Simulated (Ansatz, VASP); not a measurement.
**One calculation of Zr2N, two programs**

The input INCAR:

```
SYSTEM = Zr2N
ALGO = Normal ; EDIFF = 1E-6
ENCUT = 520 ; GGA = PS
ISIF = 2 ; ISMEAR = -1
LASPH = .True. ; LCHARG = .True.
LELF = .True. ; LREAL = .False.
LVHAR = .True. ; LWAVE = .False.
NBANDS = 38 ; NELM = 100
PREC = Accurate ; SIGMA = 0.15
```

Contents of KPOINTS:

```
k-points
0
Gamma
  3 3 4
  0 0 0
```

POSCAR

```
Zr2N
1.0
    5.4130030000      0.0000000000      0.0000000000
    0.0000000000      5.4130030000      0.0000000000
    0.0000000000      0.0000000000      3.3077890000
Zr N
4 2
Direct
    0.2961250000      0.2961250000      0.0000000000
    0.7038750000      0.7038750000      0.0000000000
    0.7961250000      0.2038750000      0.5000000000
    0.2038750000      0.7961250000      0.5000000000
    0.0000000000      0.0000000000      0.0000000000
    0.5000000000      0.5000000000      0.5000000000
```

Input for Ansatz:

```yaml
crystal:
  lattice:
    - [5.413003, 0.0, 0.0]
    - [0.0, 5.413003, 0.0]
    - [0.0, 0.0, 3.307789]
  atoms:
    - { symbol: Zr, position: [0.29612499999999997, 0.29612499999999997, 0.0] }
    - { symbol: Zr, position: [0.703875, 0.703875, 0.0] }
    - { symbol: Zr, position: [0.7961250000000001, 0.203875, 0.5] }
    - { symbol: Zr, position: [0.203875, 0.7961250000000001, 0.5] }
    - { symbol: "N", position: [0.0, 0.0, 0.0] }
    - { symbol: "N", position: [0.5, 0.5, 0.5] }
kpoints:
  mp_grid:
    grid: [3, 3, 4]
hamiltonian:
  xc: pbesol
scf:
  n_extra_bands: 6
  occupations:
    method: fermi_dirac
    width: 0.15
output:
  stress: true
```

Alike in both runs: task single point; functional PBEsol; k mesh 3 × 3 × 4; occupations fermi-dirac, width 0.15 eV; no spin polarisation.

|  | VASP | Ansatz |
| --- | --- | --- |
| version | VASP 6.6.1 | Ansatz 0.2.0 |
| potentials or method | VASP PAW PBE potentials, release 64 (Zr_sv, N) | plane waves, PAW |
| plane-wave cutoff (eV) | 520 | 420 |
| valence electrons in the cell | 58 | 58 |

```csv
,VASP,Ansatz,Ansatz less VASP
pressure (GPa),-4.7,-5.0,-0.22
"traceless stress, the component that is largest in VASP (GPa)",-0.34,-0.36,-0.014
```

VASP's potentials were made for PBE, not for PBEsol.

The k mesh is coarse, so the values compare programs but aren't converged.
